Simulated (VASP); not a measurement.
# Y (Pm-3m) in VASP: a series of runs

The runs below take Y through single point, relaxation of cell and atoms, with PBE.

Everything below comes from runs of VASP 6.6.1. Logs are shortened: lines on timing, memory, paths and dates and some standing lists are left out, and cuts for length are marked.

## Step 1: The cell of the first run

Symmetry: Pm-3m, No. 221, cubic system. Conventional cell: a = 4.869 Å, b = 4.869 Å, c = 4.869 Å, α = 90.00°, β = 90.00°, γ = 90.00°. Within 4.5 Å of Y (site symmetry 4/mmm) lie 8 Y at 3.44 Å.

## Step 2: Single point, PBE

INCAR reads:

```
SYSTEM = Y
PREC = Accurate
ENCUT = 520
EDIFF = 1E-7
ISMEAR = 0
SIGMA = 0.1
LREAL = .False.
LASPH = .True.
NELM = 80
ALGO = Fast
ISIF = 2
LWAVE = .False.
LCHARG = .True.
GGA = PE
LELF = .True.
LVHAR = .True.
NBANDS = 24
```

KPOINTS reads:

```
Automatic mesh
0
Gamma
  4 4 4
  0 0 0
```

POSCAR reads:

```
Y
1.0
    4.8685108200      0.0000000000      0.0000000000
    0.0000000000      4.8685108200      0.0000000000
    0.0000000000      0.0000000000      4.8685108200
Y
3
Direct
    0.5000000000      0.0000000000      0.0000000000
    0.0000000000      0.5000000000      0.0000000000
    0.0000000000      0.0000000000      0.5000000000
```

Potentials or basis: VASP PAW PBE potentials, release 64 (Y_sv).

Run with:

```
> cat potpaw_PBE.64/Y_sv/POTCAR > POTCAR
> mpirun -np 1 vasp_std > vasp.out
```

OUTCAR:

```text
SYSTEM = Y
   PREC = Accurate
   ENCUT = 520
   EDIFF = 1E-7
   ISMEAR = 0
   LREAL = .False.
   LASPH = .True.
   NELM = 80
   ISIF = 2
   GGA = PE

 ion  position               nearest neighbor table
   1  0.500  0.000  0.000-   2 3.44   3 3.44   3 3.44   2 3.44   2 3.44   3 3.44   3 3.44   2 3.44

   2  0.000  0.500  0.000-   1 3.44   3 3.44   3 3.44   1 3.44   3 3.44   3 3.44   1 3.44   1 3.44

   3  0.000  0.000  0.500-   1 3.44   2 3.44   1 3.44   2 3.44   2 3.44   2 3.44   1 3.44   1 3.44

  LATTYP: Found a simple cubic cell.
 ALAT       =     4.8685108200

  Lattice vectors:

 A1 = (   4.8685108200,   0.0000000000,   0.0000000000)
 A2 = (   0.0000000000,   4.8685108200,   0.0000000000)
 A3 = (   0.0000000000,   0.0000000000,   4.8685108200)

Analysis of symmetry for initial positions (statically):
=====================================================================
 Subroutine PRICEL returns:
 Original cell was already a primitive cell.

 Routine SETGRP: Setting up the symmetry group for a
 simple cubic supercell.

 Subroutine GETGRP returns: Found 48 space group operations
 (whereof 48 operations were pure point group operations)
 out of a pool of 48 trial point group operations.

The static configuration has the point symmetry O_h .

Analysis of symmetry for dynamics (positions and initial velocities):
=====================================================================
 Subroutine PRICEL returns:
 Original cell was already a primitive cell.

 Routine SETGRP: Setting up the symmetry group for a
 simple cubic supercell.

 Subroutine GETGRP returns: Found 48 space group operations
 (whereof 48 operations were pure point group operations)
 out of a pool of 48 trial point group operations.

The dynamic configuration has the point symmetry O_h .

 Subroutine INISYM returns: Found 48 space group operations
 (whereof 48 operations are pure point group operations),
 and found     1 'primitive' translations

----------------------------------------------------------------------------------------

                                     Primitive cell

  volume of cell :     115.3954

  direct lattice vectors                    reciprocal lattice vectors
     4.868510820  0.000000000  0.000000000     0.205401618  0.000000000  0.000000000
     0.000000000  4.868510820  0.000000000     0.000000000  0.205401618  0.000000000
     0.000000000  0.000000000  4.868510820     0.000000000  0.000000000  0.205401618

  length of vectors
     4.868510820  4.868510820  4.868510820     0.205401618  0.205401618  0.205401618

  position of ions in fractional coordinates (direct lattice)
     0.500000000  0.000000000  0.000000000
     0.000000000  0.500000000  0.000000000
     0.000000000  0.000000000  0.500000000

  ion indices of the primitive-cell ions
   primitive index   ion index
                 1           1
                 2           2
                 3           3

----------------------------------------------------------------------------------------

 KPOINTS: Automatic mesh

Automatic generation of k-mesh.
 Grid dimensions read from file:
 generate k-points for:    4    4    4

 Generating k-lattice:

  Cartesian coordinates                     Fractional coordinates (reciprocal lattice)
     0.051350405  0.000000000  0.000000000     0.250000000  0.000000000  0.000000000
     0.000000000  0.051350405  0.000000000     0.000000000  0.250000000  0.000000000
     0.000000000  0.000000000  0.051350405     0.000000000  0.000000000  0.250000000

  Length of vectors
     0.051350405  0.051350405  0.051350405

  Shift w.r.t. Gamma in fractional coordinates (k-lattice)
     0.000000000  0.000000000  0.000000000

 Subroutine IBZKPT returns following result:
 ===========================================

 Found     10 irreducible k-points:

 Following reciprocal coordinates:
            Coordinates               Weight
  0.000000  0.000000  0.000000      1.000000
  0.250000  0.000000  0.000000      6.000000
  0.500000  0.000000  0.000000      3.000000
  0.250000  0.250000  0.000000     12.000000
  0.500000  0.250000  0.000000     12.000000
  0.500000  0.500000  0.000000      3.000000
  0.250000  0.250000  0.250000      8.000000
  0.500000  0.250000  0.250000     12.000000
  0.500000  0.500000  0.250000      6.000000
  0.500000  0.500000  0.500000      1.000000
   k-points           NKPTS =     10   k-points in BZ     NKDIM =     10   number of bands    NBANDS=     24
   number of dos      NEDOS =    301   number of ions     NIONS =      3
   total plane-waves  NPLWV =  46656
   dimension x,y,z NGX =    36 NGY =   36 NGZ =   36
   dimension x,y,z NGXF=    72 NGYF=   72 NGZF=   72
   ions per type =               3
   NGX,Y,Z   is equivalent  to a cutoff of  12.29, 12.29, 12.29 a.u.
   NGXF,Y,Z  is equivalent  to a cutoff of  24.59, 24.59, 24.59 a.u.
 SYSTEM =  Y
   PREC   = accura    normal or accurate (medium, high low for compatibility)
   ISTART =      0    job   : 0-new  1-cont  2-samecut
   ICHARG =      2    charge: 1-file 2-atom 10-const
   ISPIN  =      1    spin polarized calculation?
   LNONCOLLINEAR =      F non collinear calculations
   LSORBIT =      F    spin-orbit coupling
   LASPH  =      T    aspherical Exc in radial PAW
   ENCUT  =  520.0 eV  38.22 Ry    6.18 a.u.   9.05  9.05  9.05*2*pi/ulx,y,z
   NELM   =     80;   NELMIN=  2; NELMDL= -5     # of ELM steps
   EDIFF  = 0.1E-06   stopping-criterion for ELM
   LREAL  =      F    real-space projection
   EDIFFG = 0.1E-05   stopping-criterion for IOM
   NSW    =      0    number of steps for IOM
   IBRION =     -1    ionic relax: 0-MD 1-quasi-New 2-CG
   NFREE  =      0    steps in history (QN), initial steepest desc. (CG)
   ISIF   =      2    stress and relaxation
   ISYM   =      2    0-nonsym 1-usesym 2-fastsym
   POTIM  = 0.5000    time-step for ionic-motion
   TEBEG  =    0.0;   TEEND  =   0.0 temperature during run
   PSTRESS=    0.0 pullay stress
   NELECT =      33.0000    total number of electrons
   NUPDOWN=      -1.0000    fix difference up-down
   EMIN   =  10.00;   EMAX   =-10.00  energy-range for DOS
   EFERMI =   0.00;   METHOD = LEGACY
   ISMEAR =     0;   SIGMA  =   0.10  broadening in eV -4-tet -1-fermi 0-gaus
   EFERMI_NEDOS =   21; number of points for ismear=-14 and -15
   IALGO  =     68    algorithm
   IMIX   =      4    mixing-type and parameters
     AMIX     =   0.40;   BMIX     =  1.00
     AMIX_MAG =   1.60;   BMIX_MAG =  1.00
  volume/ion in A,a.u.               =      38.47       259.58
  Fermi-wavevector in a.u.,A,eV,Ry     =   1.078574  2.038210 15.827959  1.163322
  Thomas-Fermi vector in A             =   2.214516
   LORBIT       =      0    0 simple, 1 ext, 2 COOP (PROOUT), +10 PAW based schemes
   GGA     = PE    functional components
   LHFCALC =     F    Hartree Fock is set to
   AEXX    =    0.0000 exact exchange contribution
   IVDW    =     0    specifies the selected vdW correction
   LEPSILON=     F    determine dielectric tensor
   LRPA    =     F    only Hartree local field effects (RPA)
 non-spin polarized calculation
 RMM-DIIS sequential band-by-band and
 Gauss-broadening in eV      SIGMA  =   0.10
  energy-cutoff  :      520.00
  volume of cell :      115.40
 maximum number of plane-waves:      3136
   NGX = 19   NGY = 19   NGZ = 19

 number of electron      32.9999995 magnetization

 Free energy of the ion-electron system (eV)
  ---------------------------------------------------
  ext. energy  EPLUGINS =         0.00000000
  ---------------------------------------------------
  free energy    TOTEN  =       -17.12601877 eV

  energy without entropy =      -17.07306910  energy(sigma->0) =      -17.09954393

 E-fermi :   2.0435     XC(G=0):  -8.7059

 val. band max:        2.0043179191   @ k =   0.2500   0.0000   0.0000
 cond. band min:       2.0541864313   @ k =   0.5000   0.2500   0.2500
 fundamental gap:      0.0498685121
 Fermi energy:         2.0435257012

 k-point     1 :       0.0000    0.0000    0.0000
  band No.  band energies     occupation
      1     -40.8106      2.00000
      2     -40.7058      2.00000
      3     -40.7058      2.00000
      4     -21.0161      2.00000
      5     -21.0161      2.00000
      6     -21.0161      2.00000
[... 16 lines left out ...]
     23       5.2804      0.00000
     24       5.2804      0.00000

 k-point     2 :       0.2500    0.0000    0.0000
  band No.  band energies     occupation
      1     -40.7973      2.00000
      2     -40.7192      2.00000
      3     -40.7057      2.00000
      4     -20.9737      2.00000
      5     -20.9737      2.00000
      6     -20.9492      2.00000
[... 16 lines left out ...]
     23       4.8573      0.00000
     24       5.6488      0.00000

 k-point     3 :       0.5000    0.0000    0.0000
  band No.  band energies     occupation
      1     -40.7757      2.00000
      2     -40.7407      2.00000
      3     -40.7056      2.00000
      4     -20.9146      2.00000
      5     -20.9146      2.00000
      6     -20.8179      2.00000
[... 16 lines left out ...]
     23       4.2736      0.00000
     24       4.4293      0.00000

 k-point     4 :       0.2500    0.2500    0.0000
  band No.  band energies     occupation
      1     -40.7854      2.00000
      2     -40.7232      2.00000
      3     -40.7133      2.00000
      4     -20.9974      2.00000
      5     -20.9289      2.00000
      6     -20.8598      2.00000
[... 16 lines left out ...]
     23       4.7690      0.00000
     24       5.5283      0.00000

 k-point     5 :       0.5000    0.2500    0.0000
  band No.  band energies     occupation
      1     -40.7653      2.00000
      2     -40.7406      2.00000
      3     -40.7157      2.00000
      4     -20.9321      2.00000
      5     -20.9293      2.00000
      6     -20.8620      2.00000
[... 73 lines left out ...]
 k-point     8 :       0.5000    0.2500    0.2500
  band No.  band energies     occupation
      1     -40.7579      2.00000
      2     -40.7404      2.00000
      3     -40.7229      2.00000
      4     -21.0364      2.00000
      5     -20.9405      2.00000
      6     -20.9162      2.00000
[... 16 lines left out ...]
     23       4.5740      0.00000
     24       4.9282      0.00000

 k-point     9 :       0.5000    0.5000    0.2500
  band No.  band energies     occupation
      1     -40.7403      2.00000
      2     -40.7403      2.00000
      3     -40.7403      2.00000
      4     -21.0820      2.00000
      5     -20.9958      2.00000
      6     -20.9273      2.00000
[... 16 lines left out ...]
     23       3.9913      0.00000
     24       4.8980      0.00000

 k-point    10 :       0.5000    0.5000    0.5000
  band No.  band energies     occupation
      1     -40.7401      2.00000
      2     -40.7401      2.00000
      3     -40.7401      2.00000
      4     -21.1690      2.00000
      5     -20.9950      2.00000
      6     -20.9950      2.00000
[... 16 lines left out ...]
     23       3.6166      0.00000
     24       4.9524      0.00000

------------------------ aborting loop because EDIFF is reached ----------------------------------------

  FORCE on cell =-STRESS in cart. coord.  units (eV):
  Direction    XX          YY          ZZ          XY          YZ          ZX
  --------------------------------------------------------------------------------------
  -------------------------------------------------------------------------------------
  Total        0.0364948      0.0364948      0.0364948     -0.0000000     -0.0000000      0.0000000
  in kB        0.5067027      0.5067027      0.5067027     -0.0000000     -0.0000000      0.0000000
  external PRESSURE =       0.5067027 kB  Pullay stress =       0.0000000 kB

 VOLUME and BASIS-vectors are now :
 -----------------------------------------------------------------------------
  energy-cutoff  :      520.00
  volume of cell :      115.40
      direct lattice vectors                 reciprocal lattice vectors
     4.868510820  0.000000000  0.000000000     0.205401618  0.000000000  0.000000000
     0.000000000  4.868510820  0.000000000     0.000000000  0.205401618  0.000000000
     0.000000000  0.000000000  4.868510820     0.000000000  0.000000000  0.205401618

 POSITION                                       TOTAL-FORCE (eV/Angst)
 -----------------------------------------------------------------------------------
      2.43426      0.00000      0.00000         0.000000      0.000000      0.000000
      0.00000      2.43426      0.00000         0.000000      0.000000      0.000000
      0.00000      0.00000      2.43426         0.000000      0.000000      0.000000
 -----------------------------------------------------------------------------------
    total drift:                                0.000000      0.000000     -0.000000

  FREE ENERGIE OF THE ION-ELECTRON SYSTEM (eV)
  ---------------------------------------------------
  free  energy   TOTEN  =       -17.1260187696 eV

  energy  without entropy=      -17.0730690981  energy(sigma->0) =      -17.09954393
```

Wall time 76 s (1 thread of Intel Xeon Platinum 8259CL at 2.50GHz (Skylake/Cascade Lake), shared host); peak memory 0.21 GiB.

What came out:

| Property | Result |
| --- | --- |
| Free energy | -17.1260 eV |
| Pressure | 0.1 GPa |

## Step 3: Single point, PBE

This run uses another cell than the first one, of 38.33 Å³/atom, 0.997 times its volume.

INCAR reads:

```
PREC = Accurate ; ENCUT = 520
EDIFF = 1E-6 ; ISMEAR = 0
SIGMA = 0.1 ; LREAL = False
LASPH = True ; NELM = 100
ALGO = Fast ; ISIF = 2
LWAVE = False ; LCHARG = True
GGA = PE ; LELF = True
LVHAR = True ; NBANDS = 24
```

KPOINTS reads:

```
regular mesh
0
Gamma
  10 10 10
```

POSCAR reads:

```
Y
1.0
    4.8629670521      0.0000000000      0.0000000000
    0.0000000000      4.8629670521      0.0000000000
    0.0000000000      0.0000000000      4.8629670521
Y
3
Direct
    0.5000000000      0.0000000000      0.0000000000
    0.0000000000      0.5000000000      0.0000000000
    0.0000000000      0.0000000000      0.5000000000
```

Potentials or basis: VASP PAW PBE potentials, release 64 (Y_sv).

Run with:

```
> cat potpaw_PBE.64/Y_sv/POTCAR > POTCAR
> mpirun -np 1 vasp_std > vasp.out
```

It took 3.3 min on 1 thread of Intel Xeon Platinum 8259CL at 2.50GHz (Skylake/Cascade Lake), shared host; peak memory 0.3 GiB.

It converged, with:

```
Free energy : -17.1611 eV
Pressure    : -0.1 GPa
```

Levels at points of the mesh, in eV from the Fermi level:
| k point | band 13 | band 14 | band 15 | band 16 | band 17 | band 18 | band 19 | band 20 |
| --- | --- | --- | --- | --- | --- | --- | --- | --- |
| (0.00, 0.00, 0.00) | -4.32 | -1.85 | -0.69 | -0.69 | -0.41 | -0.41 | -0.41 | 3.01 |
| (0.50, 0.00, 0.00) | -2.85 | -1.87 | -0.84 | -0.06 | 0.45 | 0.45 | 0.68 | 1.17 |
| (0.50, 0.50, 0.00) | -1.28 | -1.28 | -1.06 | -0.51 | 0.30 | 0.59 | 0.64 | 0.64 |
| (0.50, 0.50, 0.50) | -1.44 | -1.44 | -1.44 | -1.27 | 0.98 | 1.49 | 1.49 | 1.49 |

## Step 4: Relaxation of cell and atoms, PBE

INCAR reads:

```
SYSTEM = Y
  PREC = Accurate
  ENCUT = 600
  EDIFF = 1E-6
  ISMEAR = 0
  SIGMA = 0.1
  LREAL = .False.
  LASPH = .True.
  NELM = 80
  ALGO = Fast
  ISIF = 3
  LWAVE = .False.
  LCHARG = .False.
  GGA = PE
  IBRION = 2
  NSW = 100
  EDIFFG = -0.01
```

KPOINTS reads:

```
Automatic mesh
0
Gamma
  10 10 10
  0 0 0
```

POSCAR reads:

```
Y
1.0
    4.8685108200      0.0000000000      0.0000000000
    0.0000000000      4.8685108200      0.0000000000
    0.0000000000      0.0000000000      4.8685108200
Y
3
Direct
    0.5000000000      0.0000000000      0.0000000000
    0.0000000000      0.5000000000      0.0000000000
    0.0000000000      0.0000000000      0.5000000000
```

Run with:

```
> cat potpaw_PBE.64/Y_sv/POTCAR > POTCAR
> mpirun -np 1 vasp_std > vasp.out
```

Run time: 6.9 min. Hardware: 1 thread of Intel Xeon Platinum 8259CL at 2.50GHz (Skylake/Cascade Lake), shared host; peak memory 0.34 GiB.

The run converged. Its results:

| Quantity | Value |
| --- | --- |
| Free energy | -17.1646 eV |
| Relaxed volume | 38.22 Å³/atom |
| Relaxed cell | a = 4.858 Å, b = 4.858 Å, c = 4.858 Å, α = 90.00°, β = 90.00°, γ = 90.00° |
| Space group after relaxing (to 0.05 Å) | Pm-3m (No. 221) |
| Energy gained by relaxing | 0.2 meV/atom |
| Ionic steps | 2 |
| Pressure after relaxing | 0.0 GPa |

The path:
```csv
step,energy change (eV),largest force (eV/Å),pressure (GPa),volume (Å³)
1,0.0000,0.0000,-0.19,115.40
2,-0.0005,0.0000,-0.01,114.65
```

Final structure:
```
Y
1.0
     4.85804    0.00000    0.00000
     0.00000    4.85804    0.00000
     0.00000    0.00000    4.85804
Y
3
Cartesian
  2.4290 0.0000 0.0000
  0.0000 2.4290 0.0000
  0.0000 0.0000 2.4290
```

Levels at points of the mesh, in eV from the Fermi level:
| k point | band 13 | band 14 | band 15 | band 16 | band 17 | band 18 | band 19 | band 20 |
| --- | --- | --- | --- | --- | --- | --- | --- | --- |
| (0.00, 0.00, 0.00) | -4.32 | -1.86 | -0.68 | -0.68 | -0.41 | -0.41 | -0.41 | 3.03 |
| (0.50, 0.00, 0.00) | -2.85 | -1.87 | -0.84 | -0.05 | 0.45 | 0.45 | 0.69 | 1.18 |
| (0.50, 0.50, 0.00) | -1.27 | -1.27 | -1.04 | -0.51 | 0.31 | 0.59 | 0.65 | 0.65 |
| (0.50, 0.50, 0.50) | -1.43 | -1.43 | -1.43 | -1.27 | 1.00 | 1.50 | 1.50 | 1.51 |

## Step 5: Overview

```csv
task,cell,k mesh,cutoff (eV),gap on the mesh (eV),pressure (GPa)
single point,"a = 4.869 Å, 3 atoms",4 × 4 × 4,520,none,0.1
single point,"a = 4.863 Å, 3 atoms",10 × 10 × 10,520,none,-0.1
relaxation of cell and atoms,"relaxed from a = 4.869 Å, 3 atoms",10 × 10 × 10,600,none,0.0
```

Alike in all rows: level PBE; potentials or basis VASP PAW PBE potentials, release 64 (Y_sv); no spin polarisation; smearing gaussian 0.1 eV.

Absolute energies hang on the potentials; compare differences alone.
